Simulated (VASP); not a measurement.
Wanted: the native input for a VASP 6.6.1 run.

```
Task                   : relaxation of cell and atoms
Functional             : PBE
Potentials or basis    : VASP PAW PBE potentials, release 64 (As)
Cutoff                 : 600 eV
k mesh                 : 13 × 13 × 13
Occupations            : fermi-dirac, width 0.1 eV
Spin                   : no spin polarisation
Target pressure        : 30 GPa
Dipole correction      : no
Further INCAR settings : ALGO = Normal; EDIFF = 1e-06; IBRION = 2; EDIFFG = -0.005; NSW = 60; ISIF = 3
```

The structure of As lies in POSCAR:

```
As
1.0
    0.0000000000      2.6052219075      2.6052219075
    2.6052219075      0.0000000000      2.6052219075
    2.6052219075      2.6052219075      0.0000000000
As
2
Direct
   -0.1250000000     -0.1250000000     -0.1250000000
    0.1250000000      0.1250000000      0.1250000000
```

One way to write it, as run:

INCAR

```
  ALGO = Normal
  EDIFF = 1E-6
  EDIFFG = -0.005
  ENCUT = 600
  GGA = PE
  IBRION = 2
  ISIF = 3
  ISMEAR = -1
  LASPH = T
  LCHARG = F
  LREAL = F
  LWAVE = F
  NELM = 60
  NSW = 60
  PREC = Accurate
  PSTRESS = 300.0
  SIGMA = 0.1
```

KPOINTS

```
k-points
0
Gamma
  13 13 13
```

Potentials or basis: VASP PAW PBE potentials, release 64 (As).

Run with:

```bash
$ cat potpaw_PBE.64/As/POTCAR > POTCAR
$ mpirun -np 1 vasp_std > vasp.out
```

Results of the run:

```json
{
  "Relaxed volume": "20.32 Å³/atom",
  "Relaxed cell": "a = 3.859 Å, b = 3.859 Å, c = 3.859 Å, α = 60.00°, β = 60.00°, γ = 60.00°",
  "Space group after relaxing (to 0.05 Å)": "Fd-3m (No. 227)",
  "Energy change on relaxing (the enthalpy is what falls)": "-679.3 meV/atom",
  "Ionic steps": "17",
  "Pressure after relaxing": "30.0 GPa",
  "Band gap on the k mesh": "zero (band 5 reaches 7.81 eV, above the bottom of band 6 at 5.13 eV)"
}
```

Caveat: the cell is relaxed towards a set pressure, so the enthalpy falls and the energy may rise.

Run time: 100 s on 1 thread of Intel(R) Xeon(R) Platinum 8488C (Sapphire Rapids), on a shared host, peak memory 0.18 GiB.
